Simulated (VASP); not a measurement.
Tm2Ta, 6 atoms in the cell. Symmetry: Fd-3m, No. 227, cubic system. Conventional cell: a = 8.334 Å, b = 8.334 Å, c = 8.334 Å, α = 90.00°, β = 90.00°, γ = 90.00°. Tm (site symmetry -3m) has 6 Tm at 2.95 Å and 6 Ta at 3.46 Å within 3.9 Å. Ta (site symmetry -43m) has 12 Tm at 3.46 Å and 4 Ta at 3.61 Å within 4.5 Å. The cell was generated, and may not be a known phase.

| Quantity | Value |
| --- | --- |
| Program | VASP 6.6.1 |
| Task | single point |
| Functional | PBE |
| Potentials or basis | VASP PAW PBE potentials, release 64 (Tm_3, Ta_pv), 4f in core |
| Cutoff | 500 eV |
| k mesh | 4 × 4 × 4 |
| Occupations | gaussian, width 0.1 eV |
| Spin | no spin polarisation |
| Dipole correction | no |
| Further INCAR settings | ALGO = Normal; EDIFF = 1e-06; NBANDS = 38 |

Potentials or basis: VASP PAW PBE potentials, release 64 (Tm_3, Ta_pv), 4f in core.

Command:

```bash
$ cat potpaw_PBE.64/Tm_3/POTCAR potpaw_PBE.64/Ta_pv/POTCAR > POTCAR
$ mpirun -np 1 vasp_std > vasp.out
```

Hardware: 1 thread of Intel(R) Xeon(R) Platinum 8488C (Sapphire Rapids) (shared host).

Q: How long does it take, and how much memory?

A: Wall time 61 s on 1 thread of Intel(R) Xeon(R) Platinum 8488C (Sapphire Rapids), on a shared host, peak memory 0.32 GiB. Counts: scf iterations 15, k points 8.
